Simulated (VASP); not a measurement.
Wanted: the native input for a VASP 6.6.1 run.

| Item | Value |
| --- | --- |
| Task | relaxation of cell and atoms |
| Functional | LDA |
| Potentials or basis | VASP PAW LDA potentials, release 64 (Al, P) |
| Cutoff | 500 eV |
| k mesh | 12 × 12 × 12 |
| Occupations | gaussian, width 0.02 eV |
| Spin | no spin polarisation |
| Dipole correction | no |
| Further INCAR settings | ALGO = Normal; EDIFF = 1e-07; IBRION = 2; EDIFFG = -0.002; NSW = 100; ISIF = 3 |

The structure of AlP (kk07) lies in POSCAR:

```
AlP
1.0
    0.0000000000      2.7364837100      2.7364837100
    2.7364837100      0.0000000000      2.7364837100
    2.7364837100      2.7364837100      0.0000000000
Al P
1 1
Direct
    0.0000000000      0.0000000000      0.0000000000
    0.2500000000      0.2500000000      0.2500000000
```

These files were run (other wordings do the same):

INCAR

```
SYSTEM = AlP
PREC = Accurate
ENCUT = 500
EDIFF = 1E-7
ISMEAR = 0
SIGMA = 0.02
LREAL = .FALSE.
LASPH = .TRUE.
NELM = 120
ALGO = Normal
ISIF = 3
LWAVE = .FALSE.
LCHARG = .FALSE.
GGA = CA
IBRION = 2
NSW = 100
EDIFFG = -0.002
GGA_COMPAT = .FALSE.
NELMIN = 4
```

KPOINTS

```
Automatic mesh
0
G
  12 12 12
  0 0 0
```

Potentials or basis: VASP PAW LDA potentials, release 64 (Al, P).

Command:

```bash
$ cat potpaw_LDA.64/Al/POTCAR potpaw_LDA.64/P/POTCAR > POTCAR
$ mpirun -np 1 vasp_std > vasp.out
```

Results of the run:

| Item | Value |
| --- | --- |
| Relaxed volume | 20.07 Å³/atom |
| Relaxed cell | a = 3.843 Å, b = 3.843 Å, c = 3.843 Å, α = 60.00°, β = 60.00°, γ = 60.00° |
| Space group after relaxing (to 0.05 Å) | F-43m (No. 216) |
| Energy gained by relaxing | 2.4 meV/atom |
| Ionic steps | 3 |
| Pressure after relaxing | 0.0 GPa |
| Band gap on the k mesh | 1.42 eV, indirect (least direct gap 3.24 eV) |

It took 28 s on 1 thread of Intel(R) Xeon(R) Platinum 8559C (Emerald Rapids), with other jobs on the host, peak memory 0.14 GiB.
